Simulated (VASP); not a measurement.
Here is a VASP 6.6.1 calculation.

The input INCAR:

```
SYSTEM = Na
PREC     = Accurate       ! precision mode
ENCUT    = 520            ! plane-wave cutoff, eV
EDIFF    = 1E-8           ! SCF threshold, eV
ISMEAR   = -1             ! smearing method
SIGMA    = 0.05           ! smearing width, eV
LREAL    = .FALSE.        ! projectors in reciprocal space
LASPH    = .TRUE.         ! aspherical terms in the spheres
NELM     = 100            ! most SCF steps
ALGO     = Normal         ! electronic algorithm
ISIF     = 2              ! what is computed and relaxed
LWAVE    = .FALSE.        ! write WAVECAR
LCHARG   = .FALSE.        ! write CHGCAR
GGA      = PS             ! functional
LEFG     = .TRUE.       
NBANDS   = 14             ! bands
```

KPOINTS

```
regular mesh
0
G
  13 13 7
  0 0 0
```

File POSCAR:

```
Na
1.0
    3.7293309876      0.0000000000      0.0000000000
   -1.8646654938      3.2296953744      0.0000000000
    0.0000000000      0.0000000000      6.1540000000
Na
2
Direct
    0.3333333333      0.6666666667      0.2500000000
    0.6666666667      0.3333333333      0.7500000000
```

Potentials or basis: VASP PAW PBE potentials, release 64 (Na_pv).

Command:

```sh
$ cat potpaw_PBE.64/Na_pv/POTCAR > POTCAR
$ mpirun -np 1 vasp_std > vasp.out
```

(1) Predict the pressure.

(2) Estimate the band gap on the k mesh.

Results:

(1) -0.1 GPa.

(2) zero (band 7 reaches 1.75 eV, above the bottom of band 8 at -1.65 eV).

Caveat: the cell differs from its parent crystal (equal xx and yy strain of -1 %); without QUAD_EFG the Cq values of the log hold for a quadrupole moment of 1 mb, not for the nuclei; the PAW data sets were made with another functional, which shifts forces and pressure a little.
